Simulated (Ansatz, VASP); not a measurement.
Sr2SeO in VASP and in Ansatz

File INCAR:

```
SYSTEM = Sr2SeO
PREC = Accurate
ENCUT = 520
EDIFF = 1E-7
ISMEAR = 0
SIGMA = 0.01
LREAL = .FALSE.
LASPH = .TRUE.
NELM = 80
ALGO = Normal
ISIF = 2
LWAVE = .FALSE.
LCHARG = .TRUE.
GGA = PE
LELF = .TRUE.
LVHAR = .TRUE.
NBANDS = 24
```

The input KPOINTS:

```
regular mesh
0
G
  6 6 4
  0 0 0
```

The input POSCAR:

```
Sr2SeO
1.0
    4.1505593635      0.0000000000      0.0000000000
    0.0000000000      4.1505593635      0.0000000000
    0.0000000000      0.0000000000      5.8795394215
O Sr Se
1 2 1
Direct
    0.0000000000      0.0000000000      0.0000000000
    0.0000000000      0.0000000000      0.5000000000
    0.5000000000      0.5000000000      0.0000000000
    0.5000000000      0.5000000000      0.5000000000
```

Input for Ansatz:

```yaml
crystal:
  lattice:
    - [4.1505593635, 0.0, 0.0]
    - [0.0, 4.1505593635, 0.0]
    - [0.0, 0.0, 5.8795394215]
  atoms:
    - { symbol: O, position: [0.0, 0.0, 0.0] }
    - { symbol: Sr, position: [0.0, 0.0, 0.5] }
    - { symbol: Se, position: [0.5, 0.5, 0.5] }
    - { symbol: Sr, position: [0.5, 0.5, 0.0] }
kpoints:
  mp_grid: { grid: [6, 6, 4] }
hamiltonian:
  xc: pbe
scf:
  occupations: { method: fixed }
  n_extra_bands: 5
output:
  forces: true
  stress: true
  eigenvalues: true
```

Alike in both runs: task single point; functional PBE; k mesh 6 × 6 × 4; no spin polarisation.

|  | VASP | Ansatz |
| --- | --- | --- |
| version | VASP 6.6.1 | Ansatz 0.2.0 |
| potentials or method | VASP PAW PBE potentials, release 64 (O, Sr_sv, Se) | plane waves, PAW |
| plane-wave cutoff (eV) | 520 | 420 |
| occupations | gaussian, width 0.01 eV | fixed |
| valence electrons in the cell | 32 | 42 |

VASP gave:

```
gap on the k mesh at the Fermi level (eV) : 1.98
pressure (GPa)                            : 0.2
```

Question: Which values does Ansatz return?

Answer: gap on the k mesh at the Fermi level (eV): 2.00; pressure (GPa): 0.0.

VASP's potentials hold 32 valence electrons a cell and Ansatz's 42, so a difference there can come from the potentials and not from the codes.
